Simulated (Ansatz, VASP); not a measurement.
GaO in VASP and in Ansatz

```
CELL_PARAMETERS angstrom
3.06991 0.00000 0.00000
-1.53496 2.65862 0.00000
0.00000 0.00000 12.88214
ATOMIC_POSITIONS crystal
Ga 0.33333 0.66667 0.15393
Ga 0.66667 0.33333 0.65393
Ga 0.33333 0.66667 0.34607
Ga 0.66667 0.33333 0.84607
O 0.33333 0.66667 0.59807
O 0.66667 0.33333 0.09807
O 0.33333 0.66667 0.90193
O 0.66667 0.33333 0.40193
```

Alike in both runs: functional PBEsol; k mesh 12 × 12 × 2; occupations gaussian, width 0.02 eV; no spin polarisation.

Ansatz relaxed the structure, and its values are those at the end. VASP's run is a single point on that final structure, the one shown.

|  | VASP | Ansatz |
| --- | --- | --- |
| version | VASP 6.6.1 | Ansatz 0.2.0 |
| potentials or method | VASP PAW PBE potentials, release 64 (Ga_d, O), cutoff 600 eV | scalar-relativistic, plane waves, PAW |
| valence electrons in the cell | 76 | 76 |

```tsv
	VASP	Ansatz	Ansatz less VASP
gap on the k mesh at the Fermi level (eV)	1.10	1.10	+0.005
least direct gap on the mesh (eV)	1.11	1.12	+0.004
pressure (GPa)	0.0	0.0	0.00
rms of the force components (eV/Å)	0.008	0.000	-0.0079
```

VASP's potentials were made for PBE, not for PBEsol.
